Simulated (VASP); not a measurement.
Write the native input for VASP 6.6.1 that does the following.

```yaml
Task: single point
Functional: PBE
Potentials_or_basis: VASP PAW PBE potentials, release 64 (B)
Cutoff: 520 eV
k_mesh: 12 × 12 × 16
Occupations: fermi-dirac, width 0.05 eV
Spin: no spin polarisation
Dipole_correction: no
Further_INCAR_settings: ALGO = Normal; EDIFF = 1e-06; NBANDS = 12
```

The structure of B lies in POSCAR:

```
B
1.0
    2.4811741437      0.0000000000      0.0000000000
   -1.2405870718      2.1487598396      0.0000000000
    0.0000000000      0.0000000000      2.2580152307
B
3
Direct
    0.0000000000      0.0000000000      0.0000000000
    0.3333333333      0.6666666667      0.5000000000
    0.6666666667      0.3333333333      0.5000000000
```

This cell differs from its parent crystal: volume scaled by 0.6.

These files were run (other wordings do the same):

INCAR

```
PREC = Accurate ; ENCUT = 520
EDIFF = 1E-6 ; ISMEAR = -1
SIGMA = 0.05 ; LREAL = False
LASPH = True ; NELM = 80
ALGO = Normal ; ISIF = 2
LWAVE = False ; LCHARG = False
GGA = PE ; NBANDS = 12
```

KPOINTS

```
regular mesh
0
Gamma
  12 12 16
```

Potentials or basis: VASP PAW PBE potentials, release 64 (B).

Launch:

```bash
$ cat potpaw_PBE.64/B/POTCAR > POTCAR
$ mpirun -np 1 vasp_std > vasp.out
```

Results of the run:

```
Pressure : 271.5 GPa
```

It took 30 s on 1 thread of Intel Xeon 8259CL, on a shared host, peak memory 0.13 GiB.
